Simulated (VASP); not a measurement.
# B (R-3m) in VASP: further runs, part 2 of 2

VASP 6.6.1. Earlier steps stand in the parts before.

## 3. Single point, PBE

This run uses another cell than the first one, of 7.22 Å³/atom.

Contents of INCAR:

```
ALGO = Normal ; EDIFF = 1E-7
ENCUT = 520 ; GGA = PE
ISIF = 2 ; ISMEAR = -1
LASPH = T ; LCHARG = F
LREAL = F ; LWAVE = F
NBANDS = 30 ; NELM = 100
PREC = Accurate ; SIGMA = 0.02
```

Contents of KPOINTS:

```
k-points
0
Gamma
  6 6 6
```

Contents of POSCAR:

```
B
1.0
    2.4494057263      1.4141650555      4.1712016533
   -2.4494057263      1.4141650555      4.1712016533
    0.0000000000     -2.8283301109      4.1712016533
B
12
Direct
    0.0098644462      0.6544314414      0.0098644462
    0.0098644462      0.0098644462      0.6544314414
    0.6544314414      0.0098644462      0.0098644462
    0.3455685586      0.9901355538      0.9901355538
    0.9901355538      0.3455685586      0.9901355538
    0.9901355538      0.9901355538      0.3455685586
    0.2204984653      0.6317585049      0.2204984653
    0.2204984653      0.2204984653      0.6317585049
    0.6317585049      0.2204984653      0.2204984653
    0.3682414951      0.7795015347      0.7795015347
    0.7795015347      0.3682414951      0.7795015347
    0.7795015347      0.7795015347      0.3682414951
```

Potentials or basis: VASP PAW PBE potentials, release 64 (B).

Started as:

```bash
cat potpaw_PBE.64/B/POTCAR > POTCAR
mpirun -np 1 vasp_std > vasp.out
```

OUTCAR:

```text
EDIFF = 1E-7
   ENCUT = 520
   GGA = PE
   ISIF = 2
   ISMEAR = -1
   LASPH = T
   LREAL = F
   NELM = 100
   PREC = Accurate

 ion  position               nearest neighbor table
   1  0.010  0.654  0.010-   5 1.67   3 1.74   2 1.74   7 1.79  12 1.80  10 1.80
   2  0.010  0.010  0.654-   6 1.67   3 1.74   1 1.74   8 1.79  10 1.80  11 1.80
   3  0.654  0.010  0.010-   4 1.67   1 1.74   2 1.74   9 1.79  12 1.80  11 1.80
   4  0.346  0.990  0.990-   3 1.67   5 1.74   6 1.74  10 1.79   8 1.80   7 1.80
   5  0.990  0.346  0.990-   1 1.67   4 1.74   6 1.74  11 1.79   8 1.80   9 1.80
   6  0.990  0.990  0.346-   2 1.67   4 1.74   5 1.74  12 1.79   9 1.80   7 1.80
   7  0.220  0.632  0.220-  12 1.77  10 1.77   1 1.79   6 1.80   4 1.80   9 2.01   8 2.01
   8  0.220  0.220  0.632-  10 1.77  11 1.77   2 1.79   4 1.80   5 1.80   7 2.01   9 2.01
   9  0.632  0.220  0.220-  12 1.77  11 1.77   3 1.79   6 1.80   5 1.80   7 2.01   8 2.01
  10  0.368  0.780  0.780-   8 1.77   7 1.77   4 1.79   2 1.80   1 1.80  11 2.01  12 2.01
  11  0.780  0.368  0.780-   8 1.77   9 1.77   5 1.79   2 1.80   3 1.80  10 2.01  12 2.01
[... 1006 lines left out ...]

------------------------ aborting loop because EDIFF is reached ----------------------------------------

  FORCE on cell =-STRESS in cart. coord.  units (eV):
  Direction    XX          YY          ZZ          XY          YZ          ZX
  --------------------------------------------------------------------------------------
  -------------------------------------------------------------------------------------
  Total        0.4655714      0.4655714      0.9040770     -0.0000000      0.0000000      0.0000000
  in kB        8.6044602      8.6044602     16.7087021     -0.0000000      0.0000000      0.0000000
  external PRESSURE =      11.3058742 kB  Pullay stress =       0.0000000 kB

 VOLUME and BASIS-vectors are now :
 -----------------------------------------------------------------------------
  energy-cutoff  :      520.00
  volume of cell :       86.69
      direct lattice vectors                 reciprocal lattice vectors
     2.449405726  1.414165056  4.171201653     0.204131147  0.117855173  0.079913023
    -2.449405726  1.414165056  4.171201653    -0.204131147  0.117855173  0.079913023
     0.000000000 -2.828330111  4.171201653     0.000000000 -0.235710345  0.079913023

 POSITION                                       TOTAL-FORCE (eV/Angst)
 -----------------------------------------------------------------------------------
     -1.57881      0.91152      2.81206         0.041196     -0.023784      0.022279
      0.00000     -1.82305      2.81206         0.000000      0.047569      0.022279
      1.57881      0.91152      2.81206        -0.041196     -0.023784      0.022279
     -1.57881     -0.91152      9.70155         0.041196      0.023784     -0.022279
      1.57881     -0.91152      9.70155        -0.041196      0.023784     -0.022279
      0.00000      1.82305      9.70155         0.000000     -0.047569     -0.022279
     -1.00734      0.58159      4.47468         0.129945     -0.075024      0.019166
      0.00000     -1.16318      4.47468         0.000000      0.150047      0.019166
      1.00734      0.58159      4.47468        -0.129945     -0.075024      0.019166
     -1.00734     -0.58159      8.03893         0.129945      0.075024     -0.019166
      1.00734     -0.58159      8.03893        -0.129945      0.075024     -0.019166
      0.00000      1.16318      8.03893         0.000000     -0.150047     -0.019166
 -----------------------------------------------------------------------------------
    total drift:                               -0.000000      0.000000      0.000000

  FREE ENERGIE OF THE ION-ELECTRON SYSTEM (eV)
  ---------------------------------------------------
  free  energy   TOTEN  =       -80.4546286910 eV

  energy  without entropy=      -80.4546286909  energy(sigma->0) =      -80.45462869
```

OSZICAR:

```text
N       E                     dE             d eps       ncg     rms          rms(c)
DAV:   1     0.757946032472E+02    0.75795E+02   -0.16771E+04  1920   0.110E+03
DAV:   2    -0.793033732185E+02   -0.15510E+03   -0.14733E+03  2392   0.220E+02
DAV:   3    -0.851294647364E+02   -0.58261E+01   -0.57771E+01  2528   0.379E+01
DAV:   4    -0.851718162268E+02   -0.42351E-01   -0.42299E-01  2536   0.337E+00
DAV:   5    -0.851722438702E+02   -0.42764E-03   -0.42760E-03  2468   0.329E-01    0.113E+01
DAV:   6    -0.813029456074E+02    0.38693E+01   -0.45369E+00  2168   0.107E+01    0.623E+00
DAV:   7    -0.804855245558E+02    0.81742E+00   -0.21442E+00  2424   0.709E+00    0.209E+00
DAV:   8    -0.804537524467E+02    0.31772E-01   -0.28835E-01  2290   0.279E+00    0.470E-01
DAV:   9    -0.804543753885E+02   -0.62294E-03   -0.27911E-02  2312   0.926E-01    0.167E-01
DAV:  10    -0.804545846649E+02   -0.20928E-03   -0.45763E-03  2266   0.375E-01    0.421E-02
DAV:  11    -0.804546364964E+02   -0.51832E-04   -0.33475E-04  2356   0.101E-01    0.194E-02
DAV:  12    -0.804546217678E+02    0.14729E-04   -0.76465E-05  2414   0.475E-02    0.698E-03
DAV:  13    -0.804546283757E+02   -0.66078E-05   -0.19431E-05  2322   0.217E-02    0.232E-03
DAV:  14    -0.804546286587E+02   -0.28306E-06   -0.10714E-06  2466   0.520E-03    0.113E-03
DAV:  15    -0.804546286910E+02   -0.32229E-07   -0.23810E-07  1996   0.270E-03
   1 F= -.80454629E+02 E0= -.80454629E+02  d E =-.479157E-12
```

Wall time 2.8 min (1 thread of Intel Xeon 8259CL, shared host); peak memory 0.24 GiB.

What came out:

| Property | Result |
| --- | --- |
| Free energy | -80.4546 eV |
| Pressure | 1.1 GPa |
| Largest force | 0.151 eV/Å |
| Band gap on the k mesh | 1.55 eV (least direct gap 1.93 eV) |

Forces in eV/Å, atoms in the order of the input:
```
B    0.041 -0.024  0.022
B    0.000  0.048  0.022
B   -0.041 -0.024  0.022
B    0.041  0.024 -0.022
B   -0.041  0.024 -0.022
B    0.000 -0.048 -0.022
B    0.130 -0.075  0.019
B    0.000  0.150  0.019
B   -0.130 -0.075  0.019
B    0.130  0.075 -0.019
B   -0.130  0.075 -0.019
B    0.000 -0.150 -0.019
```

A k mesh can miss the band edges.
